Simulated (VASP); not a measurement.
# Zn in VASP: further runs, part 2 of 2

VASP 6.6.1.

## (4) Single point, RPBE

The input, INCAR:

```
  ALGO = Fast
  EDIFF = 1E-6
  ENCUT = 520
  GGA = RP
  ISIF = 2
  ISMEAR = 0
  LASPH = True
  LCHARG = True
  LELF = True
  LREAL = False
  LVHAR = True
  LWAVE = False
  NBANDS = 12
  NELM = 100
  PREC = Accurate
  SIGMA = 0.1
```

The input, KPOINTS:

```
k-points
0
Gamma
  12 12 12
```

The input, POSCAR:

```
Zn
1.0
    2.7176518000      0.0000000000      0.0000000000
   -0.9058839331      2.5622266890      0.0000000000
   -0.9058839331     -1.2811133441      2.2189534032
Zn
1
Direct
    0.0000000000      0.0000000000      0.0000000000
```

Potentials or basis: VASP PAW PBE potentials, release 64 (Zn).

Launch:

```
> cat potpaw_PBE.64/Zn/POTCAR > POTCAR
> mpirun -np 1 vasp_std > vasp.out
```

OUTCAR:

```text
EDIFF = 1E-6
   ENCUT = 520
   GGA = RP
   ISIF = 2
   ISMEAR = 0
   LASPH = True
   LREAL = False
   NELM = 100
   PREC = Accurate

 ion  position               nearest neighbor table
   1  0.000  0.000  0.000-

  LATTYP: Found a body centered cubic cell.
 ALAT       =     3.1380739966

  Lattice vectors:

 A1 = (   2.7176518000,   0.0000000000,   0.0000000000)
 A2 = (  -0.9058839331,   2.5622266890,   0.0000000000)
 A3 = (  -0.9058839331,  -1.2811133441,   2.2189534032)

Analysis of symmetry for initial positions (statically):
=====================================================================
 Subroutine PRICEL returns:
 Original cell was already a primitive cell.

 Routine SETGRP: Setting up the symmetry group for a
 body centered cubic supercell.

 Subroutine GETGRP returns: Found 48 space group operations
 (whereof 48 operations were pure point group operations)
 out of a pool of 48 trial point group operations.

The static configuration has the point symmetry O_h .

Analysis of symmetry for dynamics (positions and initial velocities):
=====================================================================
 Subroutine PRICEL returns:
[... 161 lines left out ...]
 Fermi energy:         3.2183249660

 k-point     1 :       0.0000    0.0000    0.0000
  band No.  band energies     occupation
      1      -7.0933      2.00000
      2      -4.5133      2.00000
      3      -4.5133      2.00000
      4      -4.5133      2.00000
      5      -4.0191      2.00000
      6      -4.0191      2.00000
      7      22.3166      0.00000
      8      22.3166      0.00000
      9      22.3166      0.00000
     10      23.8778      0.00000
     11      23.8778      0.00000
     12      23.8778      0.00000
[... 331 lines left out ...]
 k-point    24 :       0.4167    0.0833    0.0833
  band No.  band energies     occupation
      1      -5.0216      2.00000
      2      -4.8076      2.00000
      3      -4.0285      2.00000
      4      -3.9853      2.00000
      5      -3.9195      2.00000
      6       1.2586      2.00000
      7       2.5563      2.00000
      8      11.7935      0.00000
      9      12.4464      0.00000
     10      22.6526      0.00000
     11      23.4824      0.00000
     12      31.3340      0.00000

 [... further k-points ...]
[... 5 lines left out ...]
  --------------------------------------------------------------------------------------
  -------------------------------------------------------------------------------------
  Total        0.2604379      0.2604379      0.2604379      0.0000000      0.0000000      0.0000000
  in kB       27.0056891     27.0056891     27.0056891      0.0000000      0.0000000      0.0000000
  external PRESSURE =      27.0056891 kB  Pullay stress =       0.0000000 kB

 VOLUME and BASIS-vectors are now :
 -----------------------------------------------------------------------------
  energy-cutoff  :      520.00
  volume of cell :       15.45
      direct lattice vectors                 reciprocal lattice vectors
     2.717651800  0.000000000  0.000000000     0.367964726  0.130095176  0.225331455
    -0.905883933  2.562226689  0.000000000     0.000000000  0.390285529  0.225331455
    -0.905883933 -1.281113344  2.218953403     0.000000000  0.000000000  0.450662911

 POSITION                                       TOTAL-FORCE (eV/Angst)
 -----------------------------------------------------------------------------------
      0.00000      0.00000      0.00000        -0.000000      0.000000      0.000000
 -----------------------------------------------------------------------------------
    total drift:                               -0.000000      0.000000     -0.000000

  FREE ENERGIE OF THE ION-ELECTRON SYSTEM (eV)
  ---------------------------------------------------
  free  energy   TOTEN  =        -0.6536852477 eV

  energy  without entropy=       -0.6508653753  energy(sigma->0) =       -0.65227531
```

It took 12 s on 1 thread of AMD EPYC 7R13, shared host; peak memory 0.1 GiB.

What came out:

| Item | Value |
| --- | --- |
| Free energy | -0.6537 eV |
| Pressure | 2.7 GPa |
| Band gap on the k mesh | zero (band 6 reaches 7.44 eV, above the bottom of band 7 at 2.27 eV) |

Caveat: the PAW data sets were made with another functional, which shifts forces and pressure a little.

## (5) Single point, LDA

This run uses another cell than the first one, of 13.63 Å³/atom, 0.882 times its volume.

The input, INCAR:

```
PREC = Accurate
ENCUT = 520
EDIFF = 1E-7
ISMEAR = -1
SIGMA = 0.05
LREAL = F
LASPH = T
NELM = 60
ALGO = Normal
ISIF = 2
LWAVE = F
LCHARG = T
GGA = CA
LELF = T
LVHAR = T
NBANDS = 12
```

The input, KPOINTS:

```
regular mesh
0
Gamma
  12 12 12
```

The input, POSCAR:

```
Zn
1.0
   -1.5049635437      1.5049635437      1.5049635437
    1.5049635437     -1.5049635437      1.5049635437
    1.5049635437      1.5049635437     -1.5049635437
Zn
1
Direct
    0.0000000000      0.0000000000      0.0000000000
```

Potentials or basis: VASP PAW LDA potentials, release 64 (Zn).

Launch:

```
> cat potpaw_LDA.64/Zn/POTCAR > POTCAR
> mpirun -np 1 vasp_std > vasp.out
```

It took 5.1 s on 1 thread of Intel Xeon 6975P-C, shared host; peak memory 0.12 GiB.

It converged, with:

* Free energy: -1.7720 eV
* Pressure: 0.6 GPa
* Band gap on the k mesh: zero (band 6 reaches 8.17 eV, above the bottom of band 7 at 3.01 eV)

Levels at points of the mesh, in eV from the Fermi level:
```
           k point  band 2  band 3  band 4  band 5  band 6  band 7  band 8  band 9  band 10  band 11
(0.00, 0.00, 0.00)   -8.29   -8.29   -8.29   -7.66   -7.66   20.82   20.82   20.82    21.88    21.88
(0.50, 0.00, 0.00)   -8.67   -7.69   -7.62   -7.25   -3.22   -0.87   12.14   13.46    16.36    18.26
(0.50, 0.50, 0.50)   -9.00   -7.35   -7.35   -7.35    4.28    4.28    4.28    8.76     9.10     9.10
```

## (6) Overview

| level | potentials or basis | cell | smearing | gap on the mesh (eV) | pressure (GPa) |
| --- | --- | --- | --- | --- | --- |
| PBEsol | VASP PAW PBE potentials, release 64 (Zn) | a = 2.718 Å, angles 108.7, 108.7, 111.1°, 1 atom | fermi-dirac 0.05 eV | none | -4.9 |
| LDA | VASP PAW LDA potentials, release 64 (Zn) | a = 2.718 Å, angles 109.5°, 1 atom | gaussian 0.02 eV | none | -7.9 |
| RPBE | VASP PAW PBE potentials, release 64 (Zn) | a = 2.718 Å, angles 109.5°, 1 atom | gaussian 0.1 eV | none | 2.7 |
| LDA | VASP PAW LDA potentials, release 64 (Zn) | a = 2.607 Å, angles 109.5°, 1 atom | fermi-dirac 0.05 eV | none | 0.6 |

Alike in all rows: task single point; no spin polarisation; k mesh 12 × 12 × 12; cutoff (eV) 520.

Caveats: the PAW data sets were made with another functional, which shifts forces and pressure a little (some runs).

Absolute energies hang on the potentials; compare differences alone.
